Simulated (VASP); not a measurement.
# Cu6H in VASP: notebook

The runs below take Cu6H through single point, with PBE.

Everything below comes from runs of VASP 6.6.1. Logs are shortened: lines on timing, memory, paths and dates and some standing lists are left out, and cuts for length are marked.

## 1. The cell of the first run

The cell holds a slab with vacuum, 14 atoms: a = 5.133 Å, b = 5.133 Å, c = 21.529 Å, α = 90.00°, β = 90.00°, γ = 90.00°.

## 2. Single point, PBE

INCAR

```
PREC = Accurate
ENCUT = 520
EDIFF = 1E-6
ISMEAR = 0
SIGMA = 0.1
LREAL = False
LASPH = True
NELM = 60
ALGO = Fast
ISIF = 2
LWAVE = False
LCHARG = False
LDIPOL = True
IDIPOL = 3
DIPOL = 0.5 0.5 0.291
GGA = PE
NBANDS = 80
```

KPOINTS

```
Automatic mesh
0
Gamma
  5 5 1
```

POSCAR

```
Cu6H
1.0
    5.1332392722      0.0000000000      0.0000000000
    0.0000000000      5.1332392722      0.0000000000
    0.0000000000      0.0000000000     21.5289058579
Cu H
12 2
Direct
    0.2500000000      0.2500000000      0.1857967157
    0.2500000000      0.7500000000      0.1857967157
    0.7500000000      0.2500000000      0.1857967157
    0.7500000000      0.7500000000      0.1857967157
    0.0000000000      0.0000000000      0.2677566944
    0.0000000000      0.5000000000      0.2677566944
    0.5000000000      0.0000000000      0.2677566944
    0.5000000000      0.5000000000      0.2677566944
    0.2500000000      0.2500000000      0.3497114952
    0.2500000000      0.7500000000      0.3497114952
    0.7500000000      0.2500000000      0.3497114952
    0.7500000000      0.7500000000      0.3497114952
    0.1043804486      1.0000000000      0.4300685747
    0.3956195514      1.0000000000      0.4300685747
```

Potentials or basis: VASP PAW PBE potentials, release 64 (Cu, H).

Started as:

```console
> cat potpaw_PBE.64/Cu/POTCAR potpaw_PBE.64/H/POTCAR > POTCAR
> mpirun -np 1 vasp_std > vasp.out
```

OUTCAR:

```text
PREC = Accurate
   ENCUT = 520
   EDIFF = 1E-6
   ISMEAR = 0
   LREAL = False
   LASPH = True
   NELM = 60
   ISIF = 2
   GGA = PE

 ion  position               nearest neighbor table
   1  0.250  0.250  0.186-   5 2.53   6 2.53   7 2.53   8 2.53   2 2.57   3 2.57   2 2.57   3 2.57

   2  0.250  0.750  0.186-   5 2.53   6 2.53   7 2.53   8 2.53   1 2.57   4 2.57   1 2.57   4 2.57

   3  0.750  0.250  0.186-   5 2.53   6 2.53   7 2.53   8 2.53   1 2.57   4 2.57   4 2.57   1 2.57
[... 15 lines left out ...]
  11  0.750  0.250  0.350-   5 2.53   6 2.53   7 2.53   8 2.53   9 2.57  12 2.57  12 2.57   9 2.57

  12  0.750  0.750  0.350-   5 2.53   6 2.53   7 2.53   8 2.53  10 2.57  11 2.57  11 2.57  10 2.57

  13  0.104  0.000  0.430-
  14  0.396  0.000  0.430-

  LATTYP: Found a simple tetragonal cell.
 ALAT       =     5.1332392722
 C/A-ratio  =     4.1940195491

  Lattice vectors:

 A1 = (   5.1332392722,   0.0000000000,   0.0000000000)
 A2 = (   0.0000000000,   5.1332392722,   0.0000000000)
 A3 = (   0.0000000000,   0.0000000000,  21.5289058579)

Analysis of symmetry for initial positions (statically):
=====================================================================
 Subroutine PRICEL returns:
 Original cell was already a primitive cell.

 Routine SETGRP: Setting up the symmetry group for a
 simple tetragonal supercell.

 Subroutine GETGRP returns: Found  4 space group operations
 (whereof  2 operations were pure point group operations)
 out of a pool of 16 trial point group operations.

The static configuration has the point symmetry C_1h.
 The point group associated with its full space group is C_2v.

Analysis of symmetry for dynamics (positions and initial velocities):
=====================================================================
 Subroutine PRICEL returns:
 Original cell was already a primitive cell.

 Routine SETGRP: Setting up the symmetry group for a
 simple tetragonal supercell.

 Subroutine GETGRP returns: Found  4 space group operations
 (whereof  2 operations were pure point group operations)
 out of a pool of 16 trial point group operations.

The dynamic configuration has the point symmetry C_1h.
 The point group associated with its full space group is C_2v.

 Subroutine INISYM returns: Found  4 space group operations
 (whereof  2 operations are pure point group operations),
 and found     1 'primitive' translations

----------------------------------------------------------------------------------------

                                     Primitive cell

  volume of cell :     567.2898

  direct lattice vectors                    reciprocal lattice vectors
     5.133239272  0.000000000  0.000000000     0.194808764  0.000000000  0.000000000
     0.000000000  5.133239272  0.000000000     0.000000000  0.194808764  0.000000000
     0.000000000  0.000000000 21.528905858     0.000000000  0.000000000  0.046449179

  length of vectors
     5.133239272  5.133239272 21.528905858     0.194808764  0.194808764  0.046449179

  position of ions in fractional coordinates (direct lattice)
     0.250000000  0.250000000  0.185796716
     0.250000000  0.750000000  0.185796716
     0.750000000  0.250000000  0.185796716
     0.750000000  0.750000000  0.185796716
     0.000000000  0.000000000  0.267756694
     0.000000000  0.500000000  0.267756694
     0.500000000  0.000000000  0.267756694
     0.500000000  0.500000000  0.267756694
     0.250000000  0.250000000  0.349711495
     0.250000000  0.750000000  0.349711495
     0.750000000  0.250000000  0.349711495
     0.750000000  0.750000000  0.349711495
     0.104380449  0.000000000  0.430068575
     0.395619551  0.000000000  0.430068575

  ion indices of the primitive-cell ions
   primitive index   ion index
                 1           1
                 2           2
                 3           3
                 4           4
                 5           5
                 6           6
                 7           7
                 8           8
                 9           9
                10          10
                11          11
                12          12
                13          13
                14          14

----------------------------------------------------------------------------------------

 KPOINTS: Automatic mesh

Automatic generation of k-mesh.
 Grid dimensions read from file:
 generate k-points for:    5    5    1

 Generating k-lattice:

  Cartesian coordinates                     Fractional coordinates (reciprocal lattice)
     0.038961753  0.000000000  0.000000000     0.200000000  0.000000000  0.000000000
     0.000000000  0.038961753  0.000000000     0.000000000  0.200000000  0.000000000
     0.000000000  0.000000000  0.046449179     0.000000000  0.000000000  1.000000000

  Length of vectors
     0.038961753  0.038961753  0.046449179

  Shift w.r.t. Gamma in fractional coordinates (k-lattice)
     0.000000000  0.000000000  0.000000000

 Subroutine IBZKPT returns following result:
 ===========================================

 Found      9 irreducible k-points:

 Following reciprocal coordinates:
            Coordinates               Weight
  0.000000  0.000000  0.000000      1.000000
  0.200000  0.000000  0.000000      2.000000
  0.000000  0.200000  0.000000      2.000000
  0.400000  0.000000  0.000000      2.000000
  0.000000  0.400000  0.000000      2.000000
  0.200000  0.200000  0.000000      4.000000
  0.400000  0.200000  0.000000      4.000000
 -0.200000  0.400000  0.000000      4.000000
  0.400000  0.400000  0.000000      4.000000
   k-points           NKPTS =      9   k-points in BZ     NKDIM =      9   number of bands    NBANDS=     80
   number of dos      NEDOS =    301   number of ions     NIONS =     14
   total plane-waves  NPLWV = 256000
   dimension x,y,z NGX =    40 NGY =   40 NGZ =  160
   dimension x,y,z NGXF=    80 NGYF=   80 NGZF=  320
   ions per type =              12   2
   NGX,Y,Z   is equivalent  to a cutoff of  12.95, 12.95, 12.36 a.u.
   NGXF,Y,Z  is equivalent  to a cutoff of  25.91, 25.91, 24.71 a.u.
 SYSTEM =  unknown system
   PREC   = accura    normal or accurate (medium, high low for compatibility)
   ISTART =      0    job   : 0-new  1-cont  2-samecut
   ICHARG =      2    charge: 1-file 2-atom 10-const
   ISPIN  =      1    spin polarized calculation?
   LNONCOLLINEAR =      F non collinear calculations
   LSORBIT =      F    spin-orbit coupling
   LASPH  =      T    aspherical Exc in radial PAW
   ENCUT  =  520.0 eV  38.22 Ry    6.18 a.u.   9.54  9.54 40.03*2*pi/ulx,y,z
   NELM   =     60;   NELMIN=  2; NELMDL= -5     # of ELM steps
   EDIFF  = 0.1E-05   stopping-criterion for ELM
   LREAL  =      F    real-space projection
   EDIFFG = 0.1E-04   stopping-criterion for IOM
   NSW    =      0    number of steps for IOM
   IBRION =     -1    ionic relax: 0-MD 1-quasi-New 2-CG
   NFREE  =      0    steps in history (QN), initial steepest desc. (CG)
   ISIF   =      2    stress and relaxation
   ISYM   =      2    0-nonsym 1-usesym 2-fastsym
   POTIM  = 0.5000    time-step for ionic-motion
   TEBEG  =    0.0;   TEEND  =   0.0 temperature during run
   PSTRESS=    0.0 pullay stress
   NELECT =     134.0000    total number of electrons
   NUPDOWN=      -1.0000    fix difference up-down
   EMIN   =  10.00;   EMAX   =-10.00  energy-range for DOS
   EFERMI =   0.00;   METHOD = LEGACY
   ISMEAR =     0;   SIGMA  =   0.10  broadening in eV -4-tet -1-fermi 0-gaus
   EFERMI_NEDOS =   21; number of points for ismear=-14 and -15
   IALGO  =     68    algorithm
   IMIX   =      4    mixing-type and parameters
     AMIX     =   0.40;   BMIX     =  1.00
     AMIX_MAG =   1.60;   BMIX_MAG =  1.00
  volume/ion in A,a.u.               =      40.52       273.45
  Fermi-wavevector in a.u.,A,eV,Ry     =   1.011987  1.912377 13.933957  1.024117
  Thomas-Fermi vector in A             =   2.145069
   LORBIT       =      0    0 simple, 1 ext, 2 COOP (PROOUT), +10 PAW based schemes
   GGA     = PE    functional components
   LHFCALC =     F    Hartree Fock is set to
   AEXX    =    0.0000 exact exchange contribution
   IVDW    =     0    specifies the selected vdW correction
   LEPSILON=     F    determine dielectric tensor
   LRPA    =     F    only Hartree local field effects (RPA)
 non-spin polarized calculation
 RMM-DIIS sequential band-by-band and
 Gauss-broadening in eV      SIGMA  =   0.10
  energy-cutoff  :      520.00
  volume of cell :      567.29
 maximum number of plane-waves:     15381
 NGX is ok and might be reduce to    40
   NGX = 19   NGY = 19   NGZ = 81

 dipolmoment           0.000000      0.000000     -0.013271 electrons x Angstroem

 number of electron     133.9999769 magnetization

 dipolmoment           0.000000      0.000000      0.037682 electrons x Angstroem

 Free energy of the ion-electron system (eV)
  ---------------------------------------------------
  ext. energy  EPLUGINS =         0.00000000
  ---------------------------------------------------
  free energy    TOTEN  =       -44.94017374 eV

  energy without entropy =      -44.91811816  energy(sigma->0) =      -44.92914595

 E-fermi :  -1.3210     XC(G=0):  -4.2426

 val. band max:       -1.3818576460   @ k =   0.4000   0.0000   0.0000
 cond. band min:      -1.2500146046   @ k =  -0.2000   0.4000   0.0000
 fundamental gap:      0.1318430414
 Fermi energy:        -1.3210308938

 k-point     1 :       0.0000    0.0000    0.0000
  band No.  band energies     occupation
      1      -9.8299      2.00000
      2      -7.7345      2.00000
      3      -6.3708      2.00000
      4      -6.2503      2.00000
      5      -6.2414      2.00000
      6      -5.9507      2.00000
[... 727 lines left out ...]
     78       4.3470      0.00000
     79       4.4105      0.00000
 [bands above 79 left out]

------------------------ aborting loop because EDIFF is reached ----------------------------------------

 vacuum level on the upper side and lower side of the slab       (xc-potential included)         0.021        -0.213

  FORCE on cell =-STRESS in cart. coord.  units (eV):
  Direction    XX          YY          ZZ          XY          YZ          ZX
  --------------------------------------------------------------------------------------
  -------------------------------------------------------------------------------------
  Total       -6.1006434     -5.0358614     -3.1098124      0.0000000      0.0000000      0.0000000
  in kB      -17.2298400    -14.2226123     -8.7829375      0.0000000      0.0000000      0.0000000
  external PRESSURE =     -13.4117966 kB  Pullay stress =       0.0000000 kB

 VOLUME and BASIS-vectors are now :
 -----------------------------------------------------------------------------
  energy-cutoff  :      520.00
  volume of cell :      567.29
      direct lattice vectors                 reciprocal lattice vectors
     5.133239272  0.000000000  0.000000000     0.194808764  0.000000000  0.000000000
     0.000000000  5.133239272  0.000000000     0.000000000  0.194808764  0.000000000
     0.000000000  0.000000000 21.528905858     0.000000000  0.000000000  0.046449179

 POSITION                                       TOTAL-FORCE (eV/Angst)
 -----------------------------------------------------------------------------------
      1.28331      1.28331      4.00000        -0.000000     -0.046154     -0.002793
      1.28331      3.84993      4.00000        -0.000000      0.046154     -0.002793
      3.84993      1.28331      4.00000         0.000000     -0.033267      0.014203
      3.84993      3.84993      4.00000         0.000000      0.033267      0.014203
      0.00000      0.00000      5.76451        -0.021618      0.000000     -0.204701
      0.00000      2.56662      5.76451         0.084564      0.000000      0.086410
      2.56662      0.00000      5.76451         0.021618      0.000000     -0.204701
      2.56662      2.56662      5.76451        -0.084564      0.000000      0.086410
      1.28331      1.28331      7.52891         0.000000     -0.391257      0.848949
      1.28331      3.84993      7.52891         0.000000      0.391257      0.848949
      3.84993      1.28331      7.52891         0.000000     -0.022124      0.218208
      3.84993      3.84993      7.52891         0.000000      0.022124      0.218208
      0.53581      0.00000      9.25891         1.505402      0.000000     -0.960275
      2.03081      0.00000      9.25891        -1.505402      0.000000     -0.960275
 -----------------------------------------------------------------------------------
    total drift:                               -0.000000      0.000000     -0.000409

  FREE ENERGIE OF THE ION-ELECTRON SYSTEM (eV)
  ---------------------------------------------------
  free  energy   TOTEN  =       -44.9401737413 eV

  energy  without entropy=      -44.9181181558  energy(sigma->0) =      -44.92914595

 vacuum level on the upper side and lower side of the slab         3.238         3.009
```

Wall time 26 min (1 thread of Oxide Virtual Turin-like, shared host); peak memory 0.7 GiB.

Results:

| Property | Result |
| --- | --- |
| Free energy | -44.9402 eV |
| Largest force | 1.786 eV/Å |
| Band gap on the k mesh | zero (bands 67 and 68 overlap by 0.86 eV) |

Forces in eV/Å, atoms in the order of the input:
```
Cu   0.000 -0.046 -0.003
Cu   0.000  0.046 -0.003
Cu   0.000 -0.033  0.014
Cu   0.000  0.033  0.014
Cu  -0.022  0.000 -0.205
Cu   0.085  0.000  0.086
Cu   0.022  0.000 -0.205
Cu  -0.085  0.000  0.086
Cu   0.000 -0.391  0.849
Cu   0.000  0.391  0.849
Cu   0.000 -0.022  0.218
Cu   0.000  0.022  0.218
H    1.505  0.000 -0.960
H   -1.505  0.000 -0.960
```

## 3. Single point, PBE

INCAR

```
SYSTEM = Cu6H
ALGO = Fast ; DIPOL = 0.5 0.5 0.282
EDIFF = 1E-6 ; ENCUT = 520
GGA = PE ; IDIPOL = 3
ISIF = 2 ; ISMEAR = 0
LASPH = .TRUE. ; LCHARG = .FALSE.
LDIPOL = .TRUE. ; LREAL = .FALSE.
LWAVE = .FALSE. ; NBANDS = 80
NELM = 100 ; PREC = Accurate
SIGMA = 0.1
```

KPOINTS

```
k-points
0
G
  5 5 1
  0 0 0
```

Edit POSCAR of step 2 so:

```diff
@@ -20,3 +20,3 @@
     0.7500000000      0.7500000000      0.3497114952
-    0.1043804486      1.0000000000      0.4300685747
-    0.3956195514      1.0000000000      0.4300685747
+    0.0323012058      1.0000000000      0.3706136257
+    0.4676987942      1.0000000000      0.3706136257
```

Potentials or basis: VASP PAW PBE potentials, release 64 (Cu, H).

Started as:

```console
> cat potpaw_PBE.64/Cu/POTCAR potpaw_PBE.64/H/POTCAR > POTCAR
> mpirun -np 1 vasp_std > vasp.out
```

It took 27 min on 1 thread of Oxide Virtual Turin-like, shared host; peak memory 0.69 GiB.

It converged, with:

| Item | Value |
| --- | --- |
| Free energy | -46.8864 eV |
| Largest force | 0.594 eV/Å |
| Band gap on the k mesh | zero (bands 67 and 68 overlap by 0.46 eV) |

Forces in eV/Å, atoms in the order of the input:
```
Cu   0.000 -0.027 -0.014
Cu   0.000  0.027 -0.014
Cu   0.000 -0.018 -0.020
Cu   0.000  0.018 -0.020
Cu  -0.072  0.000 -0.590
Cu   0.039  0.000 -0.081
Cu   0.072  0.000 -0.590
Cu  -0.039  0.000 -0.081
Cu   0.000  0.161  0.304
Cu   0.000 -0.161  0.304
Cu   0.000  0.029  0.288
Cu   0.000 -0.029  0.288
H   -0.496  0.000  0.113
H    0.496  0.000  0.113
```

Levels at points of the mesh, in eV from the Fermi level:
```csv
k point,band 63,band 64,band 65,band 66,band 67,band 68,band 69,band 70,band 71,band 72
"(0.00, 0.00, 0.00)",-1.44,-1.07,-0.78,-0.34,-0.33,-0.03,-0.03,1.00,2.25,2.58
```

## 4. Single point, PBE

INCAR

```
ALGO = Fast
DIPOL = 0.5 0.5 0.299
EDIFF = 1E-6
ENCUT = 520
GGA = PE
IDIPOL = 3
ISIF = 2
ISMEAR = 0
LASPH = T
LCHARG = T
LDIPOL = T
LELF = T
LREAL = F
LVACPOTAV = T
LVHAR = T
LWAVE = F
NBANDS = 80
NELM = 100
PREC = Accurate
SIGMA = 0.1
```

KPOINTS

```
k-points
0
Gamma
  5 5 1
```

Edit POSCAR of step 3 so:

```diff
@@ -20,3 +20,3 @@
     0.7500000000      0.7500000000      0.3497114952
-    0.0323012058      1.0000000000      0.3706136257
-    0.4676987942      1.0000000000      0.3706136257
+    0.1349654246      1.0000000000      0.4890590320
+    0.3650345754      1.0000000000      0.4890590320
```

Started as:

```console
> cat potpaw_PBE.64/Cu/POTCAR potpaw_PBE.64/H/POTCAR > POTCAR
> mpirun -np 1 vasp_std > vasp.out
```

It took 18 min on 1 thread of Oxide Virtual Turin-like, shared host; peak memory 0.69 GiB.

The run converged. Its results:

| Property | Result |
| --- | --- |
| Free energy | -45.2768 eV |
| Largest force | 4.571 eV/Å |
| Band gap on the k mesh | zero (bands 67 and 68 overlap by 1.14 eV) |

Forces in eV/Å, atoms in the order of the input:
```
Cu   0.000  0.000 -0.044
Cu   0.000  0.000 -0.044
Cu   0.000  0.000 -0.037
Cu   0.000  0.000 -0.037
Cu   0.007  0.000  0.001
Cu   0.006  0.000  0.007
Cu  -0.007  0.000  0.001
Cu  -0.006  0.000  0.007
Cu   0.000  0.000  0.049
Cu   0.000  0.000  0.049
Cu   0.000  0.002  0.021
Cu   0.000 -0.002  0.021
H    4.571  0.000  0.003
H   -4.571  0.000  0.003
```

Levels at points of the mesh, in eV from the Fermi level:
```
           k point  band 63  band 64  band 65  band 66  band 67  band 68  band 69  band 70  band 71  band 72
(0.00, 0.00, 0.00)    -1.14    -0.81    -0.21    -0.21    -0.10    -0.09    -0.04    -0.02     1.37     2.82
```

## 5. The runs side by side

| cell | gap on the mesh (eV) | largest force (eV/Å) |
| --- | --- | --- |
| as given, atomic positions A | none | 1.79 |
| as given, atomic positions B | none | 0.59 |
| as given, atomic positions C | none | 4.57 |

Alike in all rows: task single point; level PBE; potentials or basis VASP PAW PBE potentials, release 64 (Cu, H); no spin polarisation; k mesh 5 × 5 × 1; cutoff (eV) 520; smearing gaussian 0.1 eV.

Absolute energies hang on the potentials; compare differences alone.

The gap in the log of VASP goes by the Fermi energy; the results here count the filled bands.